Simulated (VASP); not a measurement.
# AlGa3As4 (P-43m) in VASP: notebook

The runs below take AlGa3As4 through single point, relaxation of cell and atoms, with PBE.

Everything below comes from runs of VASP 6.6.1. Logs are shortened: lines on timing, memory, paths and dates and some standing lists are left out, and cuts for length are marked.

## 1. The cell of the first run

Symmetry: P-43m, No. 215, cubic system. The conventional cell has a = 5.670 Å, b = 5.670 Å, c = 5.670 Å, α = 90.00°, β = 90.00°, γ = 90.00°. Within 3.2 Å of Al (site symmetry -43m) lie 4 As at 2.45 Å. As (site symmetry 3m) has 1 Al at 2.45 Å and 3 Ga at 2.46 Å within 3.2 Å. Within 3.2 Å of Ga (site symmetry -42m) lie 4 As at 2.46 Å.

## 2. Single point, PBE

INCAR reads:

```
SYSTEM = AlGa3As4
ALGO = Normal ; EDIFF = 1E-6
ENCUT = 520 ; GGA = PE
ISIF = 2 ; ISMEAR = -1
LASPH = .True. ; LCHARG = .False.
LREAL = .False. ; LWAVE = .False.
NBANDS = 41 ; NELM = 60
PREC = Accurate ; SIGMA = 0.02
```

KPOINTS reads:

```
k-points
0
Gamma
  4 4 4
  0 0 0
```

POSCAR reads:

```
AlGa3As4
1.0
    5.6700339051      0.0000000000      0.0000000000
    0.0000000000      5.6700339051      0.0000000000
    0.0000000000      0.0000000000      5.6700339051
Al As Ga
1 4 3
Direct
    0.0000000000      0.0000000000      0.0000000000
    0.2497401046      0.2497401046      0.2497401046
    0.7502598954      0.7502598954      0.2497401046
    0.7502598954      0.2497401046      0.7502598954
    0.2497401046      0.7502598954      0.7502598954
    0.5000000000      0.5000000000      0.0000000000
    0.5000000000      0.0000000000      0.5000000000
    0.0000000000      0.5000000000      0.5000000000
```

Potentials or basis: VASP PAW PBE potentials, release 64 (Al, As, Ga_d).

Started as:

```sh
$ cat potpaw_PBE.64/Al/POTCAR potpaw_PBE.64/As/POTCAR potpaw_PBE.64/Ga_d/POTCAR > POTCAR
$ mpirun -np 1 vasp_std > vasp.out
```

OUTCAR:

```text
SYSTEM = AlGa3As4
   EDIFF = 1E-6
   ENCUT = 520
   GGA = PE
   ISIF = 2
   ISMEAR = -1
   LASPH = .True.
   LREAL = .False.
   NELM = 60
   PREC = Accurate

 ion  position               nearest neighbor table
   1  0.000  0.000  0.000-   2 2.45   3 2.45   4 2.45   5 2.45
   2  0.250  0.250  0.250-   1 2.45   6 2.46   7 2.46   8 2.46
   3  0.750  0.750  0.250-   1 2.45   6 2.46   7 2.46   8 2.46
   4  0.750  0.250  0.750-   1 2.45   6 2.46   7 2.46   8 2.46
   5  0.250  0.750  0.750-   1 2.45   6 2.46   7 2.46   8 2.46
   6  0.500  0.500  0.000-   2 2.46   3 2.46   4 2.46   5 2.46
   7  0.500  0.000  0.500-   2 2.46   3 2.46   4 2.46   5 2.46
   8  0.000  0.500  0.500-   2 2.46   3 2.46   4 2.46   5 2.46

  LATTYP: Found a simple cubic cell.
 ALAT       =     5.6700339051

  Lattice vectors:

 A1 = (   5.6700339051,   0.0000000000,   0.0000000000)
 A2 = (   0.0000000000,   5.6700339051,   0.0000000000)
 A3 = (   0.0000000000,   0.0000000000,   5.6700339051)

Analysis of symmetry for initial positions (statically):
=====================================================================
 Subroutine PRICEL returns:
 Original cell was already a primitive cell.

 Routine SETGRP: Setting up the symmetry group for a
 simple cubic supercell.

 Subroutine GETGRP returns: Found 24 space group operations
 (whereof 24 operations were pure point group operations)
 out of a pool of 48 trial point group operations.

The static configuration has the point symmetry T_d .

Analysis of symmetry for dynamics (positions and initial velocities):
=====================================================================
 Subroutine PRICEL returns:
 Original cell was already a primitive cell.

 Routine SETGRP: Setting up the symmetry group for a
 simple cubic supercell.

 Subroutine GETGRP returns: Found 24 space group operations
 (whereof 24 operations were pure point group operations)
 out of a pool of 48 trial point group operations.

The dynamic configuration has the point symmetry T_d .

 Subroutine INISYM returns: Found 24 space group operations
 (whereof 24 operations are pure point group operations),
 and found     1 'primitive' translations

----------------------------------------------------------------------------------------

                                     Primitive cell

  volume of cell :     182.2875

  direct lattice vectors                    reciprocal lattice vectors
     5.670033905  0.000000000  0.000000000     0.176365788  0.000000000  0.000000000
     0.000000000  5.670033905  0.000000000     0.000000000  0.176365788  0.000000000
     0.000000000  0.000000000  5.670033905     0.000000000  0.000000000  0.176365788

  length of vectors
     5.670033905  5.670033905  5.670033905     0.176365788  0.176365788  0.176365788

  position of ions in fractional coordinates (direct lattice)
     0.000000000  0.000000000  0.000000000
     0.249740105  0.249740105  0.249740105
     0.750259895  0.750259895  0.249740105
     0.750259895  0.249740105  0.750259895
     0.249740105  0.750259895  0.750259895
     0.500000000  0.500000000  0.000000000
     0.500000000  0.000000000  0.500000000
     0.000000000  0.500000000  0.500000000

  ion indices of the primitive-cell ions
   primitive index   ion index
                 1           1
                 2           2
                 3           3
                 4           4
                 5           5
                 6           6
                 7           7
                 8           8

----------------------------------------------------------------------------------------

 KPOINTS: k-points

Automatic generation of k-mesh.
 Grid dimensions read from file:
 generate k-points for:    4    4    4

 Generating k-lattice:

  Cartesian coordinates                     Fractional coordinates (reciprocal lattice)
     0.044091447  0.000000000  0.000000000     0.250000000  0.000000000  0.000000000
     0.000000000  0.044091447  0.000000000     0.000000000  0.250000000  0.000000000
     0.000000000  0.000000000  0.044091447     0.000000000  0.000000000  0.250000000

  Length of vectors
     0.044091447  0.044091447  0.044091447

  Shift w.r.t. Gamma in fractional coordinates (k-lattice)
     0.000000000  0.000000000  0.000000000

 Subroutine IBZKPT returns following result:
 ===========================================

 Found     10 irreducible k-points:

 Following reciprocal coordinates:
            Coordinates               Weight
  0.000000  0.000000  0.000000      1.000000
  0.250000  0.000000  0.000000      6.000000
  0.500000  0.000000  0.000000      3.000000
  0.250000  0.250000  0.000000     12.000000
  0.500000  0.250000  0.000000     12.000000
  0.500000  0.500000  0.000000      3.000000
  0.250000  0.250000  0.250000      8.000000
  0.500000  0.250000  0.250000     12.000000
  0.500000  0.500000  0.250000      6.000000
  0.500000  0.500000  0.500000      1.000000
[... 75 lines left out ...]
     40       7.7105      0.00000
     41       7.7105      0.00000

 k-point     2 :       0.2500    0.0000    0.0000
  band No.  band energies     occupation
      1     -10.9182      2.00000
      2     -10.9182      2.00000
      3     -10.9163      2.00000
      4     -10.8440      2.00000
      5     -10.8310      2.00000
      6     -10.8310      2.00000
[... 33 lines left out ...]
     40       8.6204      0.00000
     41       8.6204      0.00000

 k-point     3 :       0.5000    0.0000    0.0000
  band No.  band energies     occupation
      1     -10.9133      2.00000
      2     -10.9133      2.00000
      3     -10.9076      2.00000
      4     -10.8576      2.00000
      5     -10.8259      2.00000
      6     -10.8259      2.00000
[... 33 lines left out ...]
     40       9.3180      0.00000
     41       9.3215      0.00000

 k-point     4 :       0.2500    0.2500    0.0000
  band No.  band energies     occupation
      1     -10.9196      2.00000
      2     -10.9134      2.00000
      3     -10.9063      2.00000
      4     -10.8550      2.00000
      5     -10.8304      2.00000
      6     -10.8299      2.00000
[... 33 lines left out ...]
     40       8.6090      0.00000
     41       9.2986      0.00000

 k-point     5 :       0.5000    0.2500    0.0000
  band No.  band energies     occupation
      1     -10.9180      2.00000
      2     -10.9068      2.00000
      3     -10.8976      2.00000
      4     -10.8678      2.00000
      5     -10.8280      2.00000
      6     -10.8260      2.00000
[... 33 lines left out ...]
     40       9.1881      0.00000
     41       9.2825      0.00000

 k-point     6 :       0.5000    0.5000    0.0000
  band No.  band energies     occupation
      1     -10.9197      2.00000
      2     -10.8901      2.00000
      3     -10.8901      2.00000
      4     -10.8881      2.00000
      5     -10.8257      2.00000
      6     -10.8257      2.00000
[... 33 lines left out ...]
     40       9.5870      0.00000
     41       9.6269      0.00000

 k-point     7 :       0.2500    0.2500    0.2500
  band No.  band energies     occupation
      1     -10.9214      2.00000
      2     -10.9039      2.00000
      3     -10.9039      2.00000
      4     -10.8647      2.00000
      5     -10.8297      2.00000
      6     -10.8297      2.00000
[... 33 lines left out ...]
     40       8.8326      0.00000
     41       9.8902      0.00000

 k-point     8 :       0.5000    0.2500    0.2500
  band No.  band energies     occupation
      1     -10.9204      2.00000
      2     -10.9011      2.00000
      3     -10.8944      2.00000
      4     -10.8759      2.00000
      5     -10.8290      2.00000
      6     -10.8270      2.00000
[... 33 lines left out ...]
     40       9.3553      0.00000
     41       9.5042      0.00000

 k-point     9 :       0.5000    0.5000    0.2500
  band No.  band energies     occupation
      1     -10.9214      2.00000
      2     -10.8909      2.00000
      3     -10.8909      2.00000
      4     -10.8898      2.00000
      5     -10.8279      2.00000
      6     -10.8279      2.00000
[... 33 lines left out ...]
     40       8.7323      0.00000
     41       8.9487      0.00000

 k-point    10 :       0.5000    0.5000    0.5000
  band No.  band energies     occupation
      1     -10.9231      2.00000
      2     -10.8917      2.00000
      3     -10.8917      2.00000
      4     -10.8917      2.00000
      5     -10.8299      2.00000
      6     -10.8299      2.00000
[... 33 lines left out ...]
     40       8.5331      0.00000
     41       8.5895      0.00000

------------------------ aborting loop because EDIFF is reached ----------------------------------------

  FORCE on cell =-STRESS in cart. coord.  units (eV):
  Direction    XX          YY          ZZ          XY          YZ          ZX
  --------------------------------------------------------------------------------------
  -------------------------------------------------------------------------------------
  Total        3.0981668      3.0981668      3.0981668     -0.0000000      0.0000000      0.0000000
  in kB       27.2306752     27.2306752     27.2306752     -0.0000000      0.0000000      0.0000000
  external PRESSURE =      27.2306752 kB  Pullay stress =       0.0000000 kB

 VOLUME and BASIS-vectors are now :
 -----------------------------------------------------------------------------
  energy-cutoff  :      520.00
  volume of cell :      182.29
      direct lattice vectors                 reciprocal lattice vectors
     5.670033905  0.000000000  0.000000000     0.176365788  0.000000000  0.000000000
     0.000000000  5.670033905  0.000000000     0.000000000  0.176365788  0.000000000
     0.000000000  0.000000000  5.670033905     0.000000000  0.000000000  0.176365788

 POSITION                                       TOTAL-FORCE (eV/Angst)
 -----------------------------------------------------------------------------------
      0.00000      0.00000      0.00000        -0.000000     -0.000000      0.000000
      1.41603      1.41603      1.41603        -0.029592     -0.029592     -0.029592
      4.25400      4.25400      1.41603         0.029592      0.029592     -0.029592
      4.25400      1.41603      4.25400         0.029592     -0.029592      0.029592
      1.41603      4.25400      4.25400        -0.029592      0.029592      0.029592
      2.83502      2.83502      0.00000         0.000000      0.000000      0.000000
      2.83502      0.00000      2.83502        -0.000000     -0.000000     -0.000000
      0.00000      2.83502      2.83502         0.000000      0.000000     -0.000000
 -----------------------------------------------------------------------------------
    total drift:                               -0.000000     -0.000000     -0.000000

  FREE ENERGIE OF THE ION-ELECTRON SYSTEM (eV)
  ---------------------------------------------------
  free  energy   TOTEN  =       -34.1148972593 eV

  energy  without entropy=      -34.1148972592  energy(sigma->0) =      -34.11489726
```

Run time: 46 s. Hardware: 1 thread of Intel Xeon Platinum 8488C (Sapphire Rapids), shared host; peak memory 0.28 GiB.

Results:

- Free energy: -34.1149 eV
- Pressure: 2.7 GPa
- Largest force: 0.051 eV/Å
- Band gap on the k mesh: 0.80 eV

Forces in eV/Å, atoms in the order of the input:
```
Al   0.000  0.000  0.000
As  -0.030 -0.030 -0.030
As   0.030  0.030 -0.030
As   0.030 -0.030  0.030
As  -0.030  0.030  0.030
Ga   0.000  0.000  0.000
Ga   0.000  0.000  0.000
Ga   0.000  0.000  0.000
```

Levels at points of the mesh, in eV from the valence-band top:
| k point | band 29 | band 30 | band 31 | band 32 | band 33 | band 34 |
| --- | --- | --- | --- | --- | --- | --- |
| (0.00, 0.00, 0.00) | 0.00 | 0.00 | 0.00 | 0.80 | 1.50 | 1.50 |
| (0.50, 0.00, 0.00) | -1.62 | -1.52 | -1.52 | 2.02 | 2.22 | 3.32 |
| (0.50, 0.50, 0.00) | -1.13 | -1.13 | -1.06 | 2.69 | 2.83 | 2.83 |
| (0.50, 0.50, 0.50) | -0.99 | -0.99 | -0.99 | 1.04 | 1.04 | 1.04 |

A k mesh can miss the band edges.

## 3. Single point, PBE

This run uses another cell than the first one, of 23.64 Å³/atom.

INCAR reads:

```
SYSTEM = AlGa3As4
  ALGO = Normal
  EDIFF = 1E-6
  ENCUT = 520
  GGA = PE
  ISIF = 2
  ISMEAR = -1
  LASPH = .True.
  LCHARG = .False.
  LREAL = .False.
  LWAVE = .False.
  NBANDS = 41
  NELM = 60
  PREC = Accurate
  SIGMA = 0.02
```

KPOINTS is that of step 2.

POSCAR reads:

```
AlGa3As4
1.0
    5.7403571596      0.0000000000      0.0000000000
    0.0000000000      5.7403571596      0.0000000000
    0.0000000000      0.0000000000      5.7403571596
Al As Ga
1 4 3
Direct
    0.0000000000      0.0000000000      0.0000000000
    0.2493094384      0.2493094384      0.2493094384
    0.7506905616      0.7506905616      0.2493094384
    0.7506905616      0.2493094384      0.7506905616
    0.2493094384      0.7506905616      0.7506905616
    0.5000000000      0.5000000000      0.0000000000
    0.5000000000      0.0000000000      0.5000000000
    0.0000000000      0.5000000000      0.5000000000
```

Potentials or basis: VASP PAW PBE potentials, release 64 (Al, As, Ga_d).

Started as:

```sh
$ cat potpaw_PBE.64/Al/POTCAR potpaw_PBE.64/As/POTCAR potpaw_PBE.64/Ga_d/POTCAR > POTCAR
$ mpirun -np 1 vasp_std > vasp.out
```

Wall time 52 s (1 thread of Intel Xeon Platinum 8488C (Sapphire Rapids), shared host); peak memory 0.36 GiB.

The run converged. Its results:

- Free energy: -34.1753 eV
- Pressure: 0.2 GPa
- Largest force: 0.004 eV/Å
- Band gap on the k mesh: 0.55 eV

Forces in eV/Å, atoms in the order of the input:
```
Al   0.000  0.000  0.000
As  -0.002 -0.002 -0.002
As   0.002  0.002 -0.002
As   0.002 -0.002  0.002
As  -0.002  0.002  0.002
Ga   0.000  0.000  0.000
Ga   0.000  0.000  0.000
Ga   0.000  0.000  0.000
```

Levels at points of the mesh, in eV from the valence-band top:
| k point | band 29 | band 30 | band 31 | band 32 | band 33 | band 34 |
| --- | --- | --- | --- | --- | --- | --- |
| (0.00, 0.00, 0.00) | 0.00 | 0.00 | 0.00 | 0.55 | 1.56 | 1.56 |
| (0.50, 0.00, 0.00) | -1.54 | -1.45 | -1.45 | 2.03 | 2.23 | 3.21 |
| (0.50, 0.50, 0.00) | -1.08 | -1.08 | -0.99 | 2.59 | 2.74 | 2.74 |
| (0.50, 0.50, 0.50) | -0.95 | -0.95 | -0.95 | 0.94 | 0.94 | 0.94 |

A k mesh can miss the band edges.

## 4. Relaxation of cell and atoms, PBE

This run uses another cell than the first one, of 20.49 Å³/atom.

INCAR reads:

```
SYSTEM = AlGa3As4
  PREC = Accurate
  ENCUT = 600
  EDIFF = 1E-6
  ISMEAR = -1
  SIGMA = 0.02
  LREAL = .False.
  LASPH = .True.
  NELM = 80
  ALGO = Normal
  ISIF = 3
  LWAVE = .False.
  LCHARG = .False.
  GGA = PE
  IBRION = 2
  NSW = 80
  EDIFFG = -0.005
```

KPOINTS reads:

```
regular mesh
0
Gamma
  4 4 4
  0 0 0
```

POSCAR reads:

```
AlGa3As4
1.0
    5.4725877316      0.0000000000      0.0000000000
    0.0000000000      5.4725877316      0.0000000000
    0.0000000000      0.0000000000      5.4725877316
Al As Ga
1 4 3
Direct
    0.0000000000      0.0000000000      0.0000000000
    0.2500000000      0.2500000000      0.2500000000
    0.7500000000      0.7500000000      0.2500000000
    0.7500000000      0.2500000000      0.7500000000
    0.2500000000      0.7500000000      0.7500000000
    0.5000000000      0.5000000000      0.0000000000
    0.5000000000      0.0000000000      0.5000000000
    0.0000000000      0.5000000000      0.5000000000
```

Started as:

```sh
$ cat potpaw_PBE.64/Al/POTCAR potpaw_PBE.64/As/POTCAR potpaw_PBE.64/Ga_d/POTCAR > POTCAR
$ mpirun -np 1 vasp_std > vasp.out
```

Run time: 5.3 min. Hardware: 1 thread of Intel Xeon Platinum 8488C (Sapphire Rapids), shared host; peak memory 0.37 GiB.

It converged, with:

```
Free energy                           : -34.1731 eV
Relaxed volume                        : 23.71 Å³/atom
Relaxed cell                          : a = 5.745 Å, b = 5.745 Å, c = 5.745 Å, α = 90.00°, β = 90.00°, γ = 90.00°
Space group after relaxing (to 0.1 Å) : P-43m (No. 215)
Energy gained by relaxing             : 111.9 meV/atom
Ionic steps                           : 11
Pressure after relaxing               : 0.0 GPa
Band gap on the k mesh                : 0.53 eV
```

The path:
| step | energy change (eV) | largest force (eV/Å) | pressure (GPa) | volume (Å³) |
| --- | --- | --- | --- | --- |
| 1 | 0.0000 | 0.0872 | 12.75 | 163.90 |
| 2 | -0.6686 | 0.0474 | -4.07 | 205.69 |
| 3 | -0.8946 | 0.0528 | 0.01 | 189.56 |
| 4 | -0.8944 | 0.0527 | -0.18 | 190.10 |
| 5 | -0.8949 | 0.0229 | 0.10 | 189.42 |
| 6 | -0.8949 | 0.0272 | 0.02 | 189.51 |
| 7 | -0.8949 | 0.0252 | 0.07 | 189.47 |
| 8 | -0.8949 | 0.0259 | 0.03 | 189.48 |
| 9 | -0.8950 | 0.0112 | 0.00 | 189.58 |
| 10 | -0.8951 | 0.0076 | 0.00 | 189.61 |
| 11 | -0.8951 | 0.0007 | -0.02 | 189.66 |

Final structure:
```xyz
8
Lattice="5.7455 0.0000 0.0000 0.0000 5.7455 0.0000 0.0000 0.0000 5.7455" Properties=species:S:1:pos:R:3 pbc="T T T"
Al    0.0000    0.0000    5.7455
As    1.4322    1.4322    1.4322
As    4.3133    4.3133    1.4322
As    4.3133    1.4322    4.3133
As    1.4322    4.3133    4.3133
Ga    2.8727    2.8727    5.7455
Ga    2.8727    0.0000    2.8727
Ga    0.0000    2.8727    2.8727
```

Levels at points of the mesh, in eV from the valence-band top:
| k point | band 29 | band 30 | band 31 | band 32 | band 33 | band 34 |
| --- | --- | --- | --- | --- | --- | --- |
| (0.00, 0.00, 0.00) | 0.00 | 0.00 | 0.00 | 0.53 | 1.57 | 1.57 |
| (0.50, 0.00, 0.00) | -1.54 | -1.44 | -1.44 | 2.03 | 2.23 | 3.21 |
| (0.50, 0.50, 0.00) | -1.08 | -1.08 | -0.99 | 2.58 | 2.73 | 2.73 |
| (0.50, 0.50, 0.50) | -0.94 | -0.94 | -0.94 | 0.93 | 0.93 | 0.93 |

Caveat: the volume moved by over 15 % at a fixed basis, so the end points are rough.

## 5. Overview

| task | cell | cutoff (eV) | gap on the mesh (eV) | pressure (GPa) |
| --- | --- | --- | --- | --- |
| single point | a = 5.670 Å, 8 atoms | 520 | 0.80 | 2.7 |
| single point | a = 5.740 Å, 8 atoms | 520 | 0.55 | 0.2 |
| relaxation of cell and atoms | relaxed from a = 5.473 Å, 8 atoms | 600 | 0.53 | 0.0 |

Alike in all rows: level PBE; potentials or basis VASP PAW PBE potentials, release 64 (Al, As, Ga_d); no spin polarisation; k mesh 4 × 4 × 4; smearing fermi-dirac 0.02 eV.

Caveats: the volume moved by over 15 % at a fixed basis, so the end points are rough (at least some runs).

Absolute energies hang on the potentials; compare differences alone.
